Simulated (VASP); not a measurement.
Write the native input for VASP 6.6.1 that does the following.

```yaml
Task: relaxation of cell and atoms
Functional: PBE
Potentials_or_basis: VASP PAW PBE potentials, release 64 (W_sv, Se)
Cutoff: 600 eV
k_mesh: 4 × 4 × 4
Occupations: gaussian, width 0.1 eV
Spin: collinear spin
Starting_moments: "[0.93, -0.07, 0.02] μB"
Dipole_correction: no
Further_INCAR_settings: ALGO = Normal; EDIFF = 1e-06; IBRION = 2; EDIFFG = -0.04; NSW = 90; ISIF = 3
```

The structure of WSe2 lies in POSCAR:

```
WSe2
1.0
    0.0000000000      3.5211012700      3.5211012700
    3.5211012700      0.0000000000      3.5211012700
    3.5211012700      3.5211012700      0.0000000000
W Se
1 2
Direct
    0.5000000000      0.5000000000      0.5000000000
    0.2500000000      0.2500000000      0.2500000000
    0.0000000000      0.0000000000      0.0000000000
```

The cell was built from a structure type or drawn by symmetry, and may not be a known phase.

These files were run (other wordings do the same):

INCAR

```
  ALGO = Normal
  EDIFF = 1E-6
  EDIFFG = -0.04
  ENCUT = 600
  GGA = PE
  IBRION = 2
  ISIF = 3
  ISMEAR = 0
  ISPIN = 2
  LASPH = True
  LCHARG = False
  LMAXMIX = 4
  LORBIT = 11
  LREAL = False
  LWAVE = False
  MAGMOM = 0.93 -0.07 0.02
  NELM = 150
  NSW = 90
  PREC = Accurate
  SIGMA = 0.1
```

KPOINTS

```
k-points
0
Gamma
  4 4 4
```

Potentials or basis: VASP PAW PBE potentials, release 64 (W_sv, Se).

The run is started by

```console
$ cat potpaw_PBE.64/W_sv/POTCAR potpaw_PBE.64/Se/POTCAR > POTCAR
$ mpirun -np 1 vasp_std > vasp.out
```

It gave:

```
Relaxed volume                                        : 20.02 Å³/atom
Relaxed cell                                          : a = 4.396 Å, b = 4.396 Å, c = 4.396 Å, α = 60.00°, β = 60.00°, γ = 60.00°
Space group after relaxing (to 0.1 Å)                 : F-43m (No. 216)
Energy gained by relaxing                             : 527.7 meV/atom
Ionic steps                                           : 12
Pressure after relaxing                               : -0.3 GPa
Net moment                                            : 1.19 μB per cell
Site moments                                          : W +0.96; Se -0.07, +0.01 μB
Valence electrons inside the program's atomic spheres : W 11.74; Se 3.83, 3.76
```

Caveat: the k points lie up to 0.44 Å⁻¹ apart in the final cell; the volume moved by over 15 % at a fixed basis, so the end points are rough.

It took 4 min on 1 thread of Intel(R) Xeon(R) Platinum 8488C (Sapphire Rapids) (shared host), peak memory 0.3 GiB.
